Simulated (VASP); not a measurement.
**CaO: single point with r2SCAN**

The system is CaO.

```
Ca O
1.0
     0.00000    2.44900    2.44900
     2.44900    0.00000    2.44900
     2.44900    2.44900    0.00000
Ca O
1 1
Direct
  0.05104 0.94896 0.94896
  0.50000 0.50000 0.50000
```

This cell differs from its parent crystal: all Ca atoms moved -0.250 Å, as atom 1 along Cartesian [1 0 0].

| Property | Result |
| --- | --- |
| Program | VASP 6.6.1 |
| Task | single point |
| Functional | r2SCAN |
| Potentials or basis | VASP PAW PBE potentials, release 64 (Ca_sv, O) |
| Cutoff | 520 eV |
| k mesh | 8 × 8 × 8 |
| Occupations | gaussian, width 0.05 eV |
| Spin | no spin polarisation |

```
Pressure               : -3.1 GPa
Largest force          : 0.947 eV/Å
Band gap on the k mesh : 4.38 eV (least direct gap 4.63 eV)
```

Forces in eV/Å, atoms in the order of the input:
```
Ca   0.947  0.000  0.000
O   -0.947  0.000  0.000
```

Stress tensor (GPa, compression positive):
```
 2.49  0.00  0.00
 0.00 -5.96  0.00
 0.00  0.00 -5.96
```

Levels at points of the mesh, in eV from the valence-band top:
```
           k point  band 4  band 5  band 6  band 7  band 8  band 9  band 10  band 11  band 12  band 13
(0.00, 0.00, 0.00)  -18.99  -16.16   -0.01    0.00    0.00    5.07     6.93     7.16     7.16     8.42
(0.50, 0.00, 0.00)  -19.04  -15.14   -2.30   -0.93   -0.90    7.53     8.40     9.00     9.27    10.67
(0.50, 0.50, 0.00)  -19.17  -15.90   -1.18   -0.51   -0.25    4.81     8.39     9.64    10.06    10.07
(0.00, 0.50, 0.50)  -19.18  -15.85   -1.04   -0.25   -0.25    4.38     8.24     9.54    10.07    10.07
```

It took 3.2 min on 1 thread of Intel Xeon 8259CL, on a shared host, peak memory 0.18 GiB.

Caveat: the cell differs from its parent crystal (all Ca atoms moved -0.250 Å, as atom 1 along Cartesian [1 0 0]); the stress differs along the axes, from -6 to 2 GPa; the PAW data sets were made with another functional, which shifts forces and pressure a little. A k mesh can miss the band edges.
